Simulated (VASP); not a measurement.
## HgTe: single point with PBEsol

HgTe:

```
Hg Te
1.0
    -2.77004    2.77004    1.52687
     2.77004   -2.77004    1.52687
     2.77004    2.77004   -1.52687
Hg Te
1 1
Direct
  0.75000 0.25000 0.50000
  0.00000 0.00000 0.00000
```

* Program: VASP 6.6.1
* Task: single point
* Functional: PBEsol
* Potentials or basis: VASP PAW PBE potentials, release 64 (Hg, Te)
* Cutoff: 520 eV
* k mesh: 10 × 10 × 10
* Occupations: fermi-dirac, width 0.05 eV
* Spin: no spin polarisation
* Dipole correction: no
* Further INCAR settings: ALGO = Normal; EDIFF = 1e-07; NBANDS = 16

The pressure is 10.3 GPa and the band gap on the k mesh is zero (band 9 reaches 8.82 eV, above the bottom of band 10 at 4.43 eV).

Levels at points of the mesh, in eV from the Fermi level:
| k point | band 5 | band 6 | band 7 | band 8 | band 9 | band 10 | band 11 | band 12 | band 13 | band 14 |
| --- | --- | --- | --- | --- | --- | --- | --- | --- | --- | --- |
| (0.00, 0.00, 0.00) | -7.06 | -7.06 | -3.01 | -3.01 | -2.98 | 3.47 | 4.54 | 8.15 | 8.15 | 8.95 |
| (0.50, 0.00, 0.00) | -7.28 | -7.20 | -5.22 | -2.46 | -1.82 | -0.75 | 3.29 | 3.82 | 6.42 | 8.86 |
| (0.50, 0.50, 0.00) | -6.99 | -6.97 | -6.91 | -0.52 | 1.94 | 2.53 | 2.84 | 3.36 | 8.57 | 9.40 |
| (0.50, 0.50, 0.50) | -7.00 | -6.45 | -5.77 | -5.77 | -5.19 | 2.82 | 6.16 | 10.22 | 10.22 | 12.97 |

It took 80 s on 1 thread of Intel(R) Xeon(R) Platinum 8375C CPU @ 2.90GHz (Ice Lake) (shared host), peak memory 0.23 GiB.

Caveat: the PAW data sets were made with another functional, which shifts forces and pressure a little; spin-orbit coupling is left out, which moves the levels of the heavy elements.
